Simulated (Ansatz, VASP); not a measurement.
## One calculation of FeGe, two programs

```
Fe Ge
1.0
     4.55003    0.00000    0.00000
     0.00000    4.55003    0.00000
     0.00000    0.00000    4.55003
Fe Ge
4 4
Direct
  0.13771 0.13771 0.13771
  0.36229 0.86229 0.63771
  0.63771 0.36229 0.86229
  0.86229 0.63771 0.36229
  0.84240 0.84240 0.84240
  0.65760 0.15760 0.34240
  0.34240 0.65760 0.15760
  0.15760 0.34240 0.65760
```

Alike in both runs: functional PBEsol; k mesh 8 × 8 × 8; occupations gaussian, width 0.1 eV; collinear spin.

Ansatz relaxed the structure, and its values are those at the end. VASP's run is a single point on that final structure, the one shown.

|  | VASP | Ansatz |
| --- | --- | --- |
| version | VASP 6.6.1 | Ansatz 0.2.0 |
| potentials or method | VASP PAW PBE potentials, release 64 (Fe, Ge_d), cutoff 520 eV | scalar-relativistic, plane waves, PAW |
| valence electrons in the cell | 88 | 120 |

```tsv
	VASP	Ansatz	Ansatz less VASP
gap on the k mesh at the Fermi level (eV)	none	none	-
pressure (GPa)	6.6	6.1	-0.45
rms of the force components (eV/Å)	0.009	0.001	-0.0077
net moment per atom (μB)	0.50	0.50	0.000
size of the moment on the site where the two differ most (μB)	0.06	0.04	-0.022
```

VASP's potentials were made for PBE, not for PBEsol. Site moments also hang on the region over which each program counts them. A gap of «none» marks a metal or a gap that the smearing closes. With one functional, cell and mesh, what is left measures potentials, basis and numerics. VASP's potentials hold 88 valence electrons a cell and Ansatz's 120, so a difference there can come from the potentials and not from the codes. Ansatz's warnings: stress scf threshold loose.
